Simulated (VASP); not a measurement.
Tl: single point with PBE

The system is Tl.

```
CELL_PARAMETERS angstrom
3.48793 0.00000 0.00000
-1.74397 3.02064 0.00000
0.00000 0.00000 5.69577
ATOMIC_POSITIONS crystal
Tl 0.00000 0.00000 0.00000
Tl 0.33333 0.66667 0.50000
```

* Program: VASP 6.6.1
* Task: single point
* Functional: PBE
* Potentials or basis: VASP PAW PBE potentials, release 64 (Tl_d)
* Cutoff: 520 eV
* k mesh: 6 × 6 × 4
* Occupations: gaussian, width 0.1 eV
* Spin: no spin polarisation
* Dipole correction: no
* Further INCAR settings: ALGO = Normal; EDIFF = 1e-06; NBANDS = 20

```json
{
 "Pressure": "1.1 GPa",
 "Band gap on the k mesh": "zero (band 13 reaches 9.18 eV, above the bottom of band 14 at 3.96 eV)"
}
```

Stress tensor (GPa, compression positive):
```
0.63 0.00 0.00
0.00 0.63 0.00
0.00 0.00 2.10
```

Levels at points of the mesh, in eV from the Fermi level:
```csv
k point,band 11,band 12,band 13,band 14,band 15,band 16
"(0.00, 0.00, 0.00)",-9.78,-5.39,-2.76,7.86,7.86,9.77
"(0.50, 0.00, 0.00)",-5.71,-4.64,-0.91,0.31,1.28,3.60
"(0.00, 0.00, 0.50)",-8.46,-8.46,2.85,2.85,8.76,8.76
"(0.50, 0.00, 0.50)",-4.77,-4.77,-2.17,-2.17,5.43,5.43
```

Run time: 22 s on 1 thread of AMD EPYC 7R43 64-Core Processor (Zen 3) (shared host), peak memory 0.14 GiB.

Caveat: spin-orbit coupling is left out, which moves the levels of the heavy elements.
